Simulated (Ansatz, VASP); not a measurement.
**Sb in VASP and in Ansatz**

The input INCAR:

```
SYSTEM = Sb
PREC = Accurate ; ENCUT = 520
EDIFF = 1E-7 ; ISMEAR = 0
SIGMA = 0.1 ; LREAL = .FALSE.
LASPH = .TRUE. ; NELM = 100
ALGO = Normal ; ISIF = 2
LWAVE = .FALSE. ; LCHARG = .TRUE.
GGA = PE ; LELF = .TRUE.
LVHAR = .TRUE. ; NBANDS = 12
```

File KPOINTS:

```
Automatic mesh
0
G
  14 10 10
  0 0 0
```

File POSCAR:

```
Sb
1.0
    2.9274704431      0.0000000000     -0.0043713628
    0.0000000000      4.3473440993      0.0000000000
   -0.0426537293      0.0000000000      4.3847143329
Sb
2
Direct
    1.0637057828      0.7500000000      0.7396154846
   -0.0637057828      0.2500000000      0.2603845154
```

Input for Ansatz:

```yaml
crystal:
  lattice:
    - [2.9274704431, 0.0, -0.0043713628]
    - [0.0, 4.3473440993, 0.0]
    - [-0.0426537293, 0.0, 4.3847143329]
  atoms:
    - { symbol: Sb, position: [1.0637057828, 0.75, 0.7396154846] }
    - { symbol: Sb, position: [-0.0637057828, 0.25, 0.2603845154] }
basis:
  ecutwfc: 420
kpoints:
  mp_grid: { grid: [14, 10, 10] }
hamiltonian:
  xc: pbe
scf:
  occupations: { method: gaussian, width: 0.1 }
output:
  forces: true
  stress: true
  eigenvalues: true
```

Alike in both runs: task single point; functional PBE; k mesh 14 × 10 × 10; occupations gaussian, width 0.1 eV; no spin polarisation.

|  | VASP | Ansatz |
| --- | --- | --- |
| version | VASP 6.6.1 | Ansatz 0.2.0 |
| potentials or method | VASP PAW PBE potentials, release 64 (Sb), cutoff 520 eV | scalar-relativistic, plane waves, PAW |
| valence electrons in the cell | 10 | 30 |

Ansatz gave:

```
gap on the k mesh at the Fermi level (eV)                     : none
pressure (GPa)                                                : 5.4
traceless stress, the component that is largest in VASP (GPa) : 7.30
rms of the force components (eV/Å)                            : 0.200
```

Estimate VASP's values.

gap on the k mesh at the Fermi level (eV): none; pressure (GPa): 5.4; traceless stress, the component that is largest in VASP (GPa): 7.34; rms of the force components (eV/Å): 0.201.

Atom by atom the forces differ by 0.005 eV/Å (rms over components). A gap of «none» marks a metal or a gap that the smearing closes. VASP's potentials hold 10 valence electrons a cell and Ansatz's 30, so a difference there can come from the potentials and not from the codes.

Spin-orbit coupling is off throughout.
